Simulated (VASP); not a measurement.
# Au: single point with PBEsol

The system is Au.

```
Au
1.0
     0.00000    1.93397    1.93397
     1.93397    0.00000    1.93397
     1.93397    1.93397    0.00000
Au
1
Cartesian
  0.0000 0.0000 0.0000
```

- Program: VASP 6.6.1
- Task: single point
- Functional: PBEsol
- Potentials or basis: VASP PAW PBE potentials, release 64 (Au)
- Cutoff: 500 eV
- k mesh: 20 × 20 × 20
- Occupations: gaussian, width 0.05 eV
- Spin: no spin polarisation

```
Pressure               : 44.7 GPa
Band gap on the k mesh : zero (an odd number of electrons rules out a gap without spin polarisation)
```

Levels at points of the mesh, in eV from the Fermi level:
| k point | band 3 | band 4 | band 5 | band 6 | band 7 | band 8 | band 9 | band 10 |
| --- | --- | --- | --- | --- | --- | --- | --- | --- |
| (0.00, 0.00, 0.00) | -5.74 | -5.74 | -3.70 | -3.70 | 14.07 | 19.02 | 19.02 | 19.02 |
| (0.50, 0.00, 0.00) | -5.80 | -2.10 | -2.10 | -1.89 | 4.00 | 13.55 | 18.21 | 18.21 |
| (0.50, 0.50, 0.00) | -2.15 | -1.66 | -1.66 | 0.42 | 7.17 | 10.34 | 10.34 | 18.99 |

Run time: 40 s on 1 thread of Intel Xeon 8259CL (shared host), peak memory 0.16 GiB.

Caveat: the cell stands under pressure; the PAW data sets were made with another functional, which shifts forces and pressure a little; spin-orbit coupling is left out, which moves the levels of the heavy elements.
